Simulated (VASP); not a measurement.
Runs of VASP 6.6.1 on LiBr. It takes space group Fm-3m (No. 225, cubic). Conventional cell: a = 5.479 Å, b = 5.479 Å, c = 5.479 Å, α = 90.00°, β = 90.00°, γ = 90.00°. Within 3.6 Å of Li (site symmetry m-3m) lie 6 Br at 2.74 Å. Br (site symmetry m-3m) has 6 Li at 2.74 Å within 3.6 Å. 

| level | potentials or basis | k mesh | cutoff (eV) | grid for exact exchange (PRECFOCK) | share of exact exchange | screening parameter | gap on the mesh (eV) | pressure (GPa) |
| --- | --- | --- | --- | --- | --- | --- | --- | --- |
| PBE | VASP PAW PBE potentials, release 64 (Li_sv, Br) | 4 × 4 × 4 | 750 | - | - | - | 4.99 | 0.6 |
| HSE06 | VASP PAW PBE potentials, release 64 (Li_sv, Br) | 4 × 4 × 4 | 650 | Normal | 0.25 | 0.2079 1/Å | 6.21 | (a) |
| LDA | VASP PAW LDA potentials, release 64 (Li_sv, Br) | 4 × 4 × 4 | 750 | - | - | - | (c) | -2.4 |
| r2SCAN | VASP PAW PBE potentials, release 64 (Li_sv, Br) | 4 × 4 × 4 | 830 | - | - | - | (b) | -0.3 |
| PBE | VASP PAW PBE potentials, release 64 (Li_sv, Br) | 6 × 6 × 6 | 750 | - | - | - | 4.99 | 0.4 |

Alike in all rows: task single point; no spin polarisation; cell as given; smearing gaussian 0.01 eV.

Task: Estimate the missing entries.

Result: (a) -0.1; (b) 5.93; (c) 4.71.

Caveats: some runs use coarse meshes; the PAW data sets were made with another functional, which shifts forces and pressure a little (at least some runs).

A k mesh can miss the band edges, and the runs leave out spin-orbit coupling on Br.
